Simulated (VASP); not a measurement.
# I (C2/m) in VASP: further runs, part 3 of 3

VASP 6.6.1.

### Step 6. Single point, PBEsol

This run uses another cell than the first one, of 33.86 Å³/atom.

Contents of INCAR:

```
PREC = Accurate
ENCUT = 520
EDIFF = 1E-6
ISMEAR = -1
SIGMA = 0.05
LREAL = False
LASPH = True
NELM = 60
ALGO = Normal
ISIF = 2
LWAVE = False
LCHARG = False
GGA = PS
NBANDS = 10
```

Contents of KPOINTS:

```
Automatic mesh
0
Gamma
  7 7 11
```

Contents of POSCAR:

```
I
1.0
    2.1960898107     -3.4323906800     -0.3635450982
    2.1960898107      3.4323906800     -0.3635450982
   -1.7433486753      0.0000000000      2.5348078284
I
1
Direct
    0.5000000000      0.5000000000      0.5000000000
```

Potentials or basis: VASP PAW PBE potentials, release 64 (I).

Command:

```
$ cat potpaw_PBE.64/I/POTCAR > POTCAR
$ mpirun -np 1 vasp_std > vasp.out
```

OUTCAR:

```text
PREC = Accurate
   ENCUT = 520
   EDIFF = 1E-6
   ISMEAR = -1
   LREAL = False
   LASPH = True
   NELM = 60
   ISIF = 2
   GGA = PS

 ion  position               nearest neighbor table
   1  0.500  0.500  0.500-

  Warning from LATTYP: Got some problem with cell dimensions!
  Tried to take original basis but could not verify dimensions!
  LATTYP: Found a base centered monoclinic cell.
 ALAT       =     4.4359244264
 B/A-ratio  =     1.5475424512
 C/A-ratio  =     0.6935296788
 COS(beta)  =    -0.6909196229

  Lattice vectors:

 A1 = (  -0.4527411354,   3.4323906800,  -2.1712627302)
 A2 = (  -0.4527411354,  -3.4323906800,  -2.1712627302)
 A3 = (  -1.7433486753,   0.0000000000,   2.5348078284)

Analysis of symmetry for initial positions (statically):
=====================================================================
 Subroutine PRICEL returns:
 Original cell was already a primitive cell.

 Routine SETGRP: Setting up the symmetry group for a
[... 166 lines left out ...]

 val. band max:        5.1698112454   @ k =  -0.1429  -0.1429   0.4545
 cond. band min:       5.2772266659   @ k =  -0.1429   0.1429   0.0909
 fundamental gap:      0.1074154204
 Fermi energy:         5.2094597907

 k-point     1 :       0.0000    0.0000    0.0000
  band No.  band energies     occupation
      1      -9.2680      2.00000
      2       3.9775      2.00000
      3       6.0884      0.00000
      4       6.9750      0.00000
      5      10.3706      0.00000
      6      12.8177      0.00000
      7      14.1544      0.00000
      8      16.6223      0.00000
      9      17.2118      0.00000
     10      17.7143      0.00000
[... 287 lines left out ...]
 k-point    24 :       0.1429    0.1429    0.0909
  band No.  band energies     occupation
      1      -7.9184      2.00000
      2       0.6285      2.00000
      3       3.7856      2.00000
      4       6.7713      0.00000
      5      11.2430      0.00000
      6      12.4608      0.00000
      7      15.7307      0.00000
      8      16.3096      0.00000
      9      17.2250      0.00000
     10      20.8096      0.00000

 [... further k-points ...]

------------------------ aborting loop because EDIFF is reached ----------------------------------------

  FORCE on cell =-STRESS in cart. coord.  units (eV):
  Direction    XX          YY          ZZ          XY          YZ          ZX
  --------------------------------------------------------------------------------------
  -------------------------------------------------------------------------------------
  Total        0.4171602      0.4182780      0.4187362      0.0000000      0.0000000      0.0055402
  in kB       19.7372285     19.7901182     19.8117974      0.0000000      0.0000000      0.2621273
  external PRESSURE =      19.7797147 kB  Pullay stress =       0.0000000 kB

 VOLUME and BASIS-vectors are now :
 -----------------------------------------------------------------------------
  energy-cutoff  :      520.00
  volume of cell :       33.86
      direct lattice vectors                 reciprocal lattice vectors
     2.196089811 -3.432390680 -0.363545098     0.256929820 -0.145671063  0.176706990
     2.196089811  3.432390680 -0.363545098     0.256929820  0.145671063  0.176706990
    -1.743348675  0.000000000  2.534807828     0.073698350  0.000000000  0.445194270

 POSITION                                       TOTAL-FORCE (eV/Angst)
 -----------------------------------------------------------------------------------
      1.32442      0.00000      0.90386         0.000000      0.000000      0.000000
 -----------------------------------------------------------------------------------
    total drift:                               -0.000000      0.000000      0.000000

  FREE ENERGIE OF THE ION-ELECTRON SYSTEM (eV)
  ---------------------------------------------------
  free  energy   TOTEN  =        -1.6692056046 eV

  energy  without entropy=       -1.6660900372  energy(sigma->0) =       -1.66764782
```

Run time: 67 s. Hardware: 1 thread of Intel Xeon 8259CL, shared host; peak memory 0.19 GiB.

Results:

- Free energy: -1.6692 eV
- Pressure: 2.0 GPa
- Band gap on the k mesh: zero (an odd number of electrons rules out a gap without spin polarisation)

Caveat: the PAW data sets were made with another functional, which shifts forces and pressure a little; spin-orbit coupling is left out, which moves the levels of the heavy elements; an odd number of electrons without spin polarisation forces a metal; a magnetic or distorted state may lie lower.

### Step 7. The runs side by side

```csv
cell,gap on the mesh (eV),pressure (GPa)
"a = 3.327, b = 3.327, c = 2.969 Å, angles 116.5, 116.5, 101.9°, 1 atom",none,30.0
"a = 3.454, b = 3.454, c = 2.993 Å, angles 116.1, 116.1, 103.1°, 1 atom",none,20.1
"a = 3.735, b = 3.735, c = 3.025 Å, angles 114.1, 114.1, 109.3°, 1 atom",none,10.0
"a = 3.901, b = 3.901, c = 3.040 Å, angles 112.7, 112.7, 112.0°, 1 atom",none,5.0
"a = 4.091, b = 4.091, c = 3.076 Å, angles 112.2, 112.2, 114.1°, 1 atom",none,2.0
```

Alike in all rows: task single point; level PBEsol; potentials or basis VASP PAW PBE potentials, release 64 (I); no spin polarisation; k mesh 7 × 7 × 11; cutoff (eV) 520; smearing fermi-dirac 0.05 eV.

Caveats: the PAW data sets were made with another functional, which shifts forces and pressure a little; spin-orbit coupling is left out, which moves the levels of the heavy elements; an odd number of electrons without spin polarisation forces a metal; a magnetic or distorted state may lie lower; the cell stands under pressure (at least some runs).

Total energies depend on the potentials used, so only differences within one code and one set of settings carry meaning.
